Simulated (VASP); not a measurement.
Runs of VASP 6.6.1 on Nb. The structure is that of space group P6_3/mmc (No. 194), or close to it. The cells are those of the table. 

| cell | gap on the mesh (eV) | pressure (GPa) |
| --- | --- | --- |
| a = 2.758, b = 2.758, c = 5.044 Å, angles 90.0, 90.0, 120.0°, 2 atoms | none | 16.3 |
| a = 2.910, b = 2.910, c = 5.320 Å, angles 90.0, 90.0, 120.0°, 2 atoms | none | -11.8 |
| a = 2.873, b = 2.873, c = 5.254 Å, angles 90.0, 90.0, 120.0°, 2 atoms | none | (b) |
| a = 2.718, b = 2.718, c = 4.969 Å, angles 90.0, 90.0, 120.0°, 2 atoms | none | (a) |
| a = 2.798, b = 2.798, c = 5.116 Å, angles 90.0, 90.0, 120.0°, 2 atoms | none | 7.1 |

Alike in all rows: task single point; level PBEsol; potentials or basis VASP PAW PBE potentials, release 64 (Nb_sv); no spin polarisation; k mesh 14 × 14 × 7; cutoff (eV) 520; smearing fermi-dirac 0.1 eV.

Problem. Estimate the missing entries.

Solution. (a) 27.4; (b) -6.7.

Caveats: the PAW data sets were made with another functional, which shifts forces and pressure a little.

A k mesh can miss the band edges, and the runs leave out spin-orbit coupling on Nb.

A gap of «none» marks levels without a gap at the run's occupations.
